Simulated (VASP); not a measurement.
Input of a VASP 6.6.1 run:

File POSCAR:

```
KI
1.0
    0.0000000000      3.3483225000      3.7007775000
    3.3483225000      0.0000000000      3.7007775000
    3.3483225000      3.3483225000      0.0000000000
K I
1 1
Direct
    0.0000000000      0.0000000000      0.0000000000
    0.5000000000      0.5000000000      0.5000000000
```

File INCAR.step1:

```
  PREC = Accurate
  ENCUT = 520
  ISMEAR = 0
  SIGMA = 0.05
  LREAL = False
  LASPH = True
  NELM = 100
  NBANDS = 15
  GGA = PE
  ALGO = Normal
  EDIFF = 1E-4
  LWAVE = True
  LCHARG = False
```

INCAR.step2

```
  PREC = Accurate
  ENCUT = 520
  EDIFF = 1E-6
  ISMEAR = 0
  SIGMA = 0.05
  LREAL = False
  LASPH = True
  NELM = 100
  ALGO = Normal
  ISIF = 2
  LWAVE = False
  LCHARG = False
  METAGGA = R2SCAN
  LMIXTAU = True
  NBANDS = 15
  ISTART = 1
```

KPOINTS

```
regular mesh
0
Gamma
  6 6 6
```

Potentials or basis: VASP PAW PBE potentials, release 64 (K_sv, I).

Run with:

```bash
$ cat potpaw_PBE.64/K_sv/POTCAR potpaw_PBE.64/I/POTCAR > POTCAR
$ cp INCAR.step1 INCAR
$ mpirun -np 1 vasp_std > vasp.out
$ cp INCAR.step2 INCAR
$ mpirun -np 1 vasp_std > vasp.out
```

Task: Estimate the pressure.

Result: 1.5 GPa.

Task: What does it give for the band gap on the k mesh?

Result: 4.70 eV.

Stress tensor (GPa, compression positive):
```
 2.67  0.00  0.00
 0.00  2.67  0.00
 0.00  0.00 -0.72
```

Caveat: the cell differs from its parent crystal (strain -0.050 along x and y, +0.050 along z); the PAW data sets were made with another functional, which shifts forces and pressure a little; spin-orbit coupling is left out, which moves the levels of the heavy elements.
